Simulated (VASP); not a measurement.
Write the native input for VASP 6.6.1 that does the following.

```yaml
Task: single point
Functional: PBEsol
Potentials_or_basis: VASP PAW PBE potentials, release 64 (Ru_pv)
Cutoff: 520 eV
k_mesh: 18 × 18 × 10
Occupations: fermi-dirac, width 0.15 eV
Spin: no spin polarisation
Dipole_correction: no
Further_INCAR_settings: ALGO = Fast; EDIFF = 1e-06; NBANDS = 21
```

The structure of Ru lies in POSCAR:

```
Ru
1.0
    2.6916927099      0.0000000000      0.0000000000
   -1.3458463549      2.3310742660      0.0000000000
    0.0000000000      0.0000000000      4.2517439365
Ru
2
Direct
    0.3333333333      0.6666666667      0.2500000000
    0.6666666667      0.3333333333      0.7500000000
```

These files were run (other wordings do the same):

INCAR

```
PREC = Accurate
ENCUT = 520
EDIFF = 1E-6
ISMEAR = -1
SIGMA = 0.15
LREAL = False
LASPH = True
NELM = 100
ALGO = Fast
ISIF = 2
LWAVE = False
LCHARG = False
GGA = PS
NBANDS = 21
```

KPOINTS

```
Automatic mesh
0
Gamma
  18 18 10
```

Potentials or basis: VASP PAW PBE potentials, release 64 (Ru_pv).

Command:

```console
$ cat potpaw_PBE.64/Ru_pv/POTCAR > POTCAR
$ mpirun -np 1 vasp_std > vasp.out
```

Results of the run:

```json
{
 "Pressure": "0.0 GPa",
 "Band gap on the k mesh": "zero (bands 14 and 15 overlap by 3.21 eV)"
}
```

Caveat: the PAW data sets were made with another functional, which shifts forces and pressure a little.

Wall time 50 s on 1 thread of AMD EPYC 9R45 96-Core Processor (Zen 5), with other jobs on the host, peak memory 0.18 GiB.
